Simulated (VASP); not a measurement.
# Al6As6 in VASP: single point with PBEsol

Aim: the single point of Al6As6 with PBEsol.

All numbers are computed with VASP 6.6.1; they aren't measurements. Logs are shortened: lines on timing, memory, paths and dates and some standing lists are left out, and cuts for length are marked.

## (1) The cell of the first run

The cell holds a cluster in a box, 12 atoms: a = 15.600 Å, b = 14.500 Å, c = 14.800 Å, α = 90.00°, β = 90.00°, γ = 90.00°.

## (2) Single point, PBEsol, collinear spin

The input, INCAR:

```
PREC = Accurate
ENCUT = 520
EDIFF = 1E-6
ISMEAR = 0
SIGMA = 0.05
LREAL = False
LASPH = True
NELM = 150
ALGO = Normal
ISIF = 2
LWAVE = False
LCHARG = False
ISPIN = 2
MAGMOM = 0.4 0.4 0.4 0.4 0.4 0.4 0.4 0.4 0.4 0.4 0.4 0.4
LORBIT = 11
GGA = PS
NBANDS = 40
```

The input, KPOINTS:

```
Automatic mesh
0
Gamma
  1 1 1
```

The input, POSCAR:

```
AlAs
1.0
   15.6000000000      0.0000000000      0.0000000000
    0.0000000000     14.5000000000      0.0000000000
    0.0000000000      0.0000000000     14.8000000000
Al As
6 6
Direct
    0.4556782672      0.4982667511      0.4373715145
    0.4775421677      0.3980482062      0.6218877709
    0.4548709595      0.6625724498      0.5191028546
    0.3523953156      0.5212312732      0.6181143931
    0.6100536276      0.5186295549      0.5555366343
    0.6580752051      0.6286457243      0.4172683275
    0.5150797111      0.6448623757      0.3667745247
    0.4999610825      0.5867545225      0.6590319838
    0.5554117211      0.3751070292      0.4834599874
    0.3187509682      0.5848316869      0.4728076799
    0.7466610713      0.5899039281      0.5326810202
    0.3485137658      0.3798451346      0.6992244826
```

Potentials or basis: VASP PAW PBE potentials, release 64 (Al, As).

The run is started by

```
$ cat potpaw_PBE.64/Al/POTCAR potpaw_PBE.64/As/POTCAR > POTCAR
$ mpirun -np 1 vasp_gam > vasp.out
```

OUTCAR:

```text
PREC = Accurate
   ENCUT = 520
   EDIFF = 1E-6
   ISMEAR = 0
   LREAL = False
   LASPH = True
   NELM = 150
   ISIF = 2
   ISPIN = 2
   LORBIT = 11
   GGA = PS

 ion  position               nearest neighbor table
   1  0.456  0.498  0.437-   9 2.46  10 2.53   7 2.54   3 2.67   5 2.99   2 3.11   4 3.14
   2  0.478  0.398  0.622-  12 2.33   9 2.40   4 2.65   8 2.81   5 2.88   1 3.11
   3  0.455  0.663  0.519-   8 2.45   7 2.46  10 2.50   1 2.67   4 2.98   5 3.24
   4  0.352  0.521  0.618-  12 2.38  10 2.40   8 2.56   2 2.65   3 2.98   1 3.14
   5  0.610  0.519  0.556-  11 2.39   9 2.49   8 2.50   6 2.70   2 2.88   1 2.99   3 3.24
   6  0.658  0.629  0.417-  11 2.27   7 2.36   5 2.70
   7  0.515  0.645  0.367-   6 2.36   3 2.46   1 2.54
   8  0.500  0.587  0.659-   3 2.45   5 2.50   4 2.56   2 2.81
   9  0.555  0.375  0.483-   2 2.40   1 2.46   5 2.49
  10  0.319  0.585  0.473-   4 2.40   3 2.50   1 2.53
  11  0.747  0.590  0.533-   6 2.27   5 2.39
  12  0.349  0.380  0.699-   2 2.33   4 2.38

  LATTYP: Found a simple orthorhombic cell.
 ALAT       =    14.5000000000
 B/A-ratio  =     1.0206896552
 C/A-ratio  =     1.0758620690

  Lattice vectors:

 A1 = (   0.0000000000,  14.5000000000,   0.0000000000)
 A2 = (   0.0000000000,   0.0000000000,  14.8000000000)
 A3 = (  15.6000000000,   0.0000000000,   0.0000000000)

Analysis of symmetry for initial positions (statically):
=====================================================================
 Subroutine PRICEL returns:
 Original cell was already a primitive cell.

 Routine SETGRP: Setting up the symmetry group for a
 simple orthorhombic supercell.

 Subroutine GETGRP returns: Found  1 space group operations
 (whereof  1 operations were pure point group operations)
 out of a pool of  8 trial point group operations.

The static configuration has the point symmetry C_1 .

Analysis of symmetry for dynamics (positions and initial velocities):
=====================================================================
 Subroutine PRICEL returns:
 Original cell was already a primitive cell.

 Routine SETGRP: Setting up the symmetry group for a
 simple orthorhombic supercell.

 Subroutine GETGRP returns: Found  1 space group operations
 (whereof  1 operations were pure point group operations)
 out of a pool of  8 trial point group operations.

The dynamic configuration has the point symmetry C_1 .

Analysis of structural, dynamic, and magnetic symmetry:
=====================================================================
 Subroutine PRICEL returns:
 Original cell was already a primitive cell.

 Routine SETGRP: Setting up the symmetry group for a
 simple orthorhombic supercell.

 Subroutine GETGRP returns: Found  1 space group operations
 (whereof  1 operations were pure point group operations)
 out of a pool of  8 trial point group operations.

The overall configuration has the point symmetry C_1 .

 Subroutine INISYM returns: Found  1 space group operations
 (whereof  1 operations are pure point group operations),
 and found     1 'primitive' translations

----------------------------------------------------------------------------------------

                                     Primitive cell

  volume of cell :    3347.7600

  direct lattice vectors                    reciprocal lattice vectors
    15.600000000  0.000000000  0.000000000     0.064102564  0.000000000  0.000000000
     0.000000000 14.500000000  0.000000000     0.000000000  0.068965517  0.000000000
     0.000000000  0.000000000 14.800000000     0.000000000  0.000000000  0.067567568

  length of vectors
    15.600000000 14.500000000 14.800000000     0.064102564  0.068965517  0.067567568

  position of ions in fractional coordinates (direct lattice)
     0.455678267  0.498266751  0.437371515
     0.477542168  0.398048206  0.621887771
     0.454870959  0.662572450  0.519102855
     0.352395316  0.521231273  0.618114393
     0.610053628  0.518629555  0.555536634
     0.658075205  0.628645724  0.417268327
     0.515079711  0.644862376  0.366774525
     0.499961083  0.586754523  0.659031984
     0.555411721  0.375107029  0.483459987
     0.318750968  0.584831687  0.472807680
     0.746661071  0.589903928  0.532681020
     0.348513766  0.379845135  0.699224483

  ion indices of the primitive-cell ions
   primitive index   ion index
                 1           1
                 2           2
                 3           3
                 4           4
                 5           5
                 6           6
                 7           7
                 8           8
                 9           9
                10          10
                11          11
                12          12

----------------------------------------------------------------------------------------

 KPOINTS: Automatic mesh

Automatic generation of k-mesh.
 Grid dimensions read from file:
 generate k-points for:    1    1    1

 Generating k-lattice:

  Cartesian coordinates                     Fractional coordinates (reciprocal lattice)
     0.064102564  0.000000000  0.000000000     1.000000000  0.000000000  0.000000000
     0.000000000  0.068965517  0.000000000     0.000000000  1.000000000  0.000000000
     0.000000000  0.000000000  0.067567568     0.000000000  0.000000000  1.000000000

  Length of vectors
     0.064102564  0.068965517  0.067567568

  Shift w.r.t. Gamma in fractional coordinates (k-lattice)
     0.000000000  0.000000000  0.000000000

 Subroutine IBZKPT returns following result:
 ===========================================

 Found      1 irreducible k-points:

 Following reciprocal coordinates:
            Coordinates               Weight
  0.000000  0.000000  0.000000      1.000000
   k-points           NKPTS =      1   k-points in BZ     NKDIM =      1   number of bands    NBANDS=     40
   number of dos      NEDOS =    301   number of ions     NIONS =     12
   total plane-waves  NPLWV = ******
   dimension x,y,z NGX =   120 NGY =  108 NGZ =  112
   dimension x,y,z NGXF=   240 NGYF=  216 NGZF=  224
   ions per type =               6   6
   NGX,Y,Z   is equivalent  to a cutoff of  12.79, 12.38, 12.58 a.u.
   NGXF,Y,Z  is equivalent  to a cutoff of  25.58, 24.76, 25.16 a.u.
 SYSTEM =  unknown system
   PREC   = accura    normal or accurate (medium, high low for compatibility)
   ISTART =      0    job   : 0-new  1-cont  2-samecut
   ICHARG =      2    charge: 1-file 2-atom 10-const
   ISPIN  =      2    spin polarized calculation?
   LNONCOLLINEAR =      F non collinear calculations
   LSORBIT =      F    spin-orbit coupling
   LASPH  =      T    aspherical Exc in radial PAW
   ENCUT  =  520.0 eV  38.22 Ry    6.18 a.u.  29.01 26.96 27.52*2*pi/ulx,y,z
   NELM   =    150;   NELMIN=  2; NELMDL= -5     # of ELM steps
   EDIFF  = 0.1E-05   stopping-criterion for ELM
   LREAL  =      F    real-space projection
   EDIFFG = 0.1E-04   stopping-criterion for IOM
   NSW    =      0    number of steps for IOM
   IBRION =     -1    ionic relax: 0-MD 1-quasi-New 2-CG
   NFREE  =      0    steps in history (QN), initial steepest desc. (CG)
   ISIF   =      2    stress and relaxation
   ISYM   =      2    0-nonsym 1-usesym 2-fastsym
   POTIM  = 0.5000    time-step for ionic-motion
   TEBEG  =    0.0;   TEEND  =   0.0 temperature during run
   PSTRESS=    0.0 pullay stress
   NELECT =      48.0000    total number of electrons
   NUPDOWN=      -1.0000    fix difference up-down
   EMIN   =  10.00;   EMAX   =-10.00  energy-range for DOS
   EFERMI =   0.00;   METHOD = LEGACY
   ISMEAR =     0;   SIGMA  =   0.05  broadening in eV -4-tet -1-fermi 0-gaus
   EFERMI_NEDOS =   21; number of points for ismear=-14 and -15
   IALGO  =     38    algorithm
   IMIX   =      4    mixing-type and parameters
     AMIX     =   0.40;   BMIX     =  1.00
     AMIX_MAG =   1.60;   BMIX_MAG =  1.00
  volume/ion in A,a.u.               =     278.98      1882.65
  Fermi-wavevector in a.u.,A,eV,Ry     =   0.397714  0.751570  2.152117  0.158176
  Thomas-Fermi vector in A             =   1.344743
   LORBIT       =     11    0 simple, 1 ext, 2 COOP (PROOUT), +10 PAW based schemes
   GGA     = PS    functional components
   LHFCALC =     F    Hartree Fock is set to
   AEXX    =    0.0000 exact exchange contribution
   IVDW    =     0    specifies the selected vdW correction
   LEPSILON=     F    determine dielectric tensor
   LRPA    =     F    only Hartree local field effects (RPA)
 spin polarized calculation
 Gauss-broadening in eV      SIGMA  =   0.05
  energy-cutoff  :      520.00
  volume of cell :     3347.76
 maximum number of plane-waves:     45053
 NGX is ok and might be reduce to   120
   NGX = 59   NGY = 53   NGZ = 55

 number of electron      48.0000001 magnetization      -0.0002031

 number of electron      48.0000001 magnetization       0.0001422

 Free energy of the ion-electron system (eV)
  ---------------------------------------------------
  ext. energy  EPLUGINS =         0.00000000
  ---------------------------------------------------
  free energy    TOTEN  =       -49.47268172 eV

  energy without entropy =      -49.47268172  energy(sigma->0) =      -49.47268172

 E-fermi :  -4.0110     XC(G=0):  -1.3377

 val. band max:       -4.2409358933   @ k =   0.0000   0.0000   0.0000
 cond. band min:      -3.7335206654   @ k =   0.0000   0.0000   0.0000
 fundamental gap:      0.5074152279
 Fermi energy:        -4.0109611833

 spin component 1

 k-point     1 :       0.0000    0.0000    0.0000
  band No.  band energies     occupation
      1     -15.7014      1.00000
      2     -14.8201      1.00000
      3     -14.6205      1.00000
      4     -14.2619      1.00000
      5     -13.9927      1.00000
      6     -13.9140      1.00000
[... 28 lines left out ...]
     35      -0.3048      0.00000
     36      -0.1820      0.00000
 Fermi energy:        -4.0109611833

 spin component 2

 k-point     1 :       0.0000    0.0000    0.0000
  band No.  band energies     occupation
      1     -15.7014      1.00000
      2     -14.8201      1.00000
      3     -14.6205      1.00000
      4     -14.2619      1.00000
      5     -13.9928      1.00000
      6     -13.9140      1.00000
[... 28 lines left out ...]
     35      -0.3046      0.00000
     36      -0.1818      0.00000
 [bands above 36 left out]

------------------------ aborting loop because EDIFF is reached ----------------------------------------

  FORCE on cell =-STRESS in cart. coord.  units (eV):
  Direction    XX          YY          ZZ          XY          YZ          ZX
  --------------------------------------------------------------------------------------
  -------------------------------------------------------------------------------------
  Total        0.5031027      0.3237031      0.4369346     -0.0222667     -0.0750706      0.0183399
  in kB        0.2407758      0.1549184      0.2091090     -0.0106564     -0.0359275      0.0087771
  external PRESSURE =       0.2016011 kB  Pullay stress =       0.0000000 kB

 VOLUME and BASIS-vectors are now :
 -----------------------------------------------------------------------------
  energy-cutoff  :      520.00
  volume of cell :     3347.76
      direct lattice vectors                 reciprocal lattice vectors
    15.600000000  0.000000000  0.000000000     0.064102564  0.000000000  0.000000000
     0.000000000 14.500000000  0.000000000     0.000000000  0.068965517  0.000000000
     0.000000000  0.000000000 14.800000000     0.000000000  0.000000000  0.067567568

 POSITION                                       TOTAL-FORCE (eV/Angst)
 -----------------------------------------------------------------------------------
      7.10858      7.22487      6.47310        -0.002558     -0.007517     -0.005149
      7.44966      5.77170      9.20394         0.025722      0.003561      0.000901
      7.09599      9.60730      7.68272         0.009444      0.029416      0.003895
      5.49737      7.55785      9.14809        -0.006334      0.013867      0.002165
      9.51684      7.52013      8.22194        -0.007974     -0.002955     -0.002469
     10.26597      9.11536      6.17557        -0.000757      0.003657     -0.024467
      8.03524      9.35050      5.42826        -0.024874      0.020327     -0.047783
      7.79939      8.50794      9.75367         0.009283      0.015444      0.057069
      8.66442      5.43905      7.15521         0.032057     -0.055096     -0.036601
      4.97252      8.48006      6.99755        -0.054942      0.015801     -0.034301
     11.64791      8.55361      7.88368         0.065490      0.004071      0.038807
      5.43681      5.50775     10.34852        -0.044555     -0.040576      0.047934
 -----------------------------------------------------------------------------------
    total drift:                                0.000082     -0.000079     -0.000085

  FREE ENERGIE OF THE ION-ELECTRON SYSTEM (eV)
  ---------------------------------------------------
  free  energy   TOTEN  =       -49.4726817216 eV

  energy  without entropy=      -49.4726817216  energy(sigma->0) =      -49.47268172

 total charge

# of ion       s       p       d       tot
------------------------------------------
    1        0.438   0.321   0.000   0.759
    2        0.452   0.340   0.000   0.792
    3        0.444   0.335   0.000   0.779
    4        0.439   0.351   0.000   0.791
    5        0.428   0.342   0.000   0.770
    6        0.478   0.332   0.000   0.810
    7        1.267   1.503   0.029   2.798
    8        1.267   1.499   0.029   2.795
    9        1.272   1.495   0.030   2.797
   10        1.272   1.480   0.029   2.782
   11        1.275   1.477   0.026   2.778
   12        1.278   1.459   0.024   2.761
--------------------------------------------------
tot         10.310  10.934   0.167  21.411

 magnetization (x)

# of ion       s       p       d       tot
------------------------------------------
    1        0.000   0.000   0.000   0.000
    2        0.000   0.000   0.000   0.000
    3        0.000   0.000   0.000   0.000
    4        0.000   0.000   0.000   0.000
    5        0.000   0.000   0.000   0.000
    6        0.000   0.000   0.000   0.000
    7        0.000  -0.000   0.000  -0.000
    8        0.000  -0.000   0.000  -0.000
    9        0.000  -0.000   0.000  -0.000
   10        0.000  -0.000   0.000  -0.000
   11       -0.000  -0.000   0.000  -0.000
   12       -0.000  -0.000   0.000  -0.000
--------------------------------------------------
tot          0.000  -0.000   0.000  -0.000
```

Run time: 35 min. Hardware: 1 thread of Intel Xeon 8259CL, shared host; peak memory 3.2 GiB.

What came out:

```yaml
Free_energy: -49.4727 eV
Largest_force: 0.077 eV/Å
Gap_between_the_frontier_levels: 0.51 eV
Net_moment: 0.00 μB per cell
Valence_electrons_inside_the_program's_atomic_spheres: Al 0.76, 0.79, 0.78, 0.77, 0.81 (each value once); As 2.80, 2.79, 2.78, 2.76 (each value once)
```

Forces on the atoms (eV/Å):
```
Al  -0.003 -0.008 -0.005
Al   0.026  0.004  0.001
Al   0.009  0.029  0.004
Al  -0.006  0.014  0.002
Al  -0.008 -0.003 -0.002
Al  -0.001  0.004 -0.024
As  -0.025  0.020 -0.048
As   0.009  0.015  0.057
As   0.032 -0.055 -0.037
As  -0.055  0.016 -0.034
As   0.065  0.004  0.039
As  -0.045 -0.041  0.048
```

Levels at points of the mesh, in eV from the valence-band top:
Spin up:
| k point | band 21 | band 22 | band 23 | band 24 | band 25 | band 26 | band 27 | band 28 |
| --- | --- | --- | --- | --- | --- | --- | --- | --- |
| (0.00, 0.00, 0.00) | -0.93 | -0.80 | -0.31 | 0.00 | 0.51 | 1.40 | 1.69 | 2.13 |
Spin down:
| k point | band 22 | band 23 | band 24 | band 25 | band 26 | band 27 |
| --- | --- | --- | --- | --- | --- | --- |
| (0.00, 0.00, 0.00) | -0.80 | -0.31 | 0.00 | 0.51 | 1.40 | 1.69 |

Caveat: the PAW data sets were made with another functional, which shifts forces and pressure a little.
